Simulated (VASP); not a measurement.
A run of VASP 6.6.1:

Contents of INCAR:

```
SYSTEM = Si2Mo
  PREC = Accurate
  ENCUT = 500
  EDIFF = 1E-7
  ISMEAR = 0
  SIGMA = 0.1
  LREAL = .False.
  LASPH = .True.
  NELM = 120
  ALGO = Normal
  ISIF = 3
  LWAVE = .False.
  LCHARG = .False.
  GGA = CA
  IBRION = 2
  NSW = 100
  EDIFFG = -0.002
  GGA_COMPAT = .False.
  NELMIN = 4
```

KPOINTS

```
regular mesh
0
Gamma
  9 9 6
  0 0 0
```

The input POSCAR:

```
Si2Mo
1.0
    4.5854715599      0.0000000000      0.0000000000
   -2.2927357800      3.9711348592      0.0000000000
    0.0000000000      0.0000000000      6.5797601000
Si Mo
6 3
Direct
    0.1638729800      0.8361270200      0.8333333300
    0.3277459600      0.1638729800      0.1666666700
    0.8361270200      0.6722540400      0.5000000000
    0.8361270200      0.1638729800      0.8333333300
    0.6722540400      0.8361270200      0.1666666700
    0.1638729800      0.3277459600      0.5000000000
    0.5000000000      0.0000000000      0.5000000000
    0.0000000000      0.5000000000      0.1666666700
    0.5000000000      0.5000000000      0.8333333300
```

Potentials or basis: VASP PAW LDA potentials, release 64 (Si, Mo_sv).

Launch:

```bash
$ cat potpaw_LDA.64/Si/POTCAR potpaw_LDA.64/Mo_sv/POTCAR > POTCAR
$ mpirun -np 1 vasp_std > vasp.out
```

Hardware: 1 thread of Intel(R) Xeon(R) Platinum 8259CL CPU @ 2.50GHz (Skylake/Cascade Lake) (shared host).

Q: How long does it take, and how much memory?

A: Run time: 15 min on 1 thread of Intel(R) Xeon(R) Platinum 8259CL CPU @ 2.50GHz (Skylake/Cascade Lake), on a shared host, peak memory 0.31 GiB. Counts: scf iterations 65, k points 48, ion steps 9.
